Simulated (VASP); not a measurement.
A run of VASP 6.6.1:

File INCAR:

```
SYSTEM = Ru
PREC = Accurate
ENCUT = 520
EDIFF = 1E-6
ISMEAR = 1
SIGMA = 0.05
LREAL = .FALSE.
LASPH = .TRUE.
NELM = 100
ALGO = Normal
ISIF = 2
LWAVE = .FALSE.
LCHARG = .TRUE.
GGA = PE
LELF = .TRUE.
LVHAR = .TRUE.
NBANDS = 21
```

Contents of KPOINTS:

```
Automatic mesh
0
G
  12 12 7
  0 0 0
```

File POSCAR:

```
Ru
1.0
    2.7281629976      0.0000000000      0.0000000000
   -1.3640814988      2.3626584640      0.0000000000
    0.0000000000      0.0000000000      4.3172892082
Ru
2
Direct
    0.3333333333      0.6666666667      0.2500000000
    0.6666666667      0.3333333333      0.7500000000
```

Potentials or basis: VASP PAW PBE potentials, release 64 (Ru_pv).

The run is started by

```bash
$ cat potpaw_PBE.64/Ru_pv/POTCAR > POTCAR
$ mpirun -np 1 vasp_std > vasp.out
```

Hardware: 1 thread of Intel(R) Xeon(R) Platinum 8259CL CPU @ 2.50GHz (Skylake/Cascade Lake), on a shared host.

How long does it take, and how much memory?

Run time: 38 s on 1 thread of Intel(R) Xeon(R) Platinum 8259CL CPU @ 2.50GHz (Skylake/Cascade Lake) (shared host), peak memory 0.16 GiB. Counts: scf iterations 12, k points 76.
